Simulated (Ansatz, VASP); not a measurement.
**AlCo3 in VASP and in Ansatz**

The input INCAR:

```
PREC = Accurate
ENCUT = 520
EDIFF = 1E-6
ISMEAR = -1
SIGMA = 0.05
LREAL = F
LASPH = T
NELM = 150
ALGO = Normal
ISIF = 2
LWAVE = F
LCHARG = F
ISPIN = 2
MAGMOM = 0 2.5 2.5 2.5
LORBIT = 11
LMAXMIX = 4
NBANDS = 27
```

The input KPOINTS:

```
regular mesh
0
Gamma
  10 10 10
```

File POSCAR:

```
AlCo3
1.0
    3.5749480000      0.0000000000      0.0000000000
    0.0000000000      3.5749480000      0.0000000000
    0.0000000000      0.0000000000      3.5749480000
Al Co
1 3
Direct
    0.0000000000      0.0000000000      0.0000000000
    0.5000000000      0.5000000000      0.0000000000
    0.5000000000      0.0000000000      0.5000000000
    0.0000000000      0.5000000000      0.5000000000
```

Input for Ansatz:

```yaml
crystal:
  lattice:
    - [3.574948, 0.0, 0.0]
    - [0.0, 3.574948, 0.0]
    - [0.0, 0.0, 3.574948]
  atoms:
    - { symbol: Al, position: [0.0, 0.0, 0.0] }
    - { symbol: Co, position: [0.5, 0.5, 0.0], spin: 2.5 }
    - { symbol: Co, position: [0.5, 0.0, 0.5], spin: 2.5 }
    - { symbol: Co, position: [0.0, 0.5, 0.5], spin: 2.5 }
accuracy: low
basis:
  ecutwfc: 520.0
kpoints:
  mp_grid:
    grid: [10, 10, 10]
hamiltonian:
  xc: lda
magnetization:
  spin_polarized: true
scf:
  occupations:
    method: fermi_dirac
    width: 0.05
```

Alike in both runs: task single point; functional LDA; k mesh 10 × 10 × 10; occupations fermi-dirac, width 0.05 eV; collinear spin.

|  | VASP | Ansatz |
| --- | --- | --- |
| version | VASP 6.6.1 | Ansatz 0.2.0 |
| potentials or method | VASP PAW LDA potentials, release 64 (Al, Co), cutoff 520 eV | plane waves, PAW |
| valence electrons in the cell | 30 | 54 |

```csv
,VASP,Ansatz,Ansatz less VASP
net moment per atom (μB),0.92,0.94,+0.023
size of the moment on the site where the two differ most (μB),1.24,1.29,+0.054
```

LDA's correlation is that of Perdew and Zunger in VASP and of Perdew and Wang (1992) in Ansatz. Site moments also hang on the region over which each program counts them. VASP's potentials hold 30 valence electrons a cell and Ansatz's 54, so a difference there can come from the potentials and not from the codes.
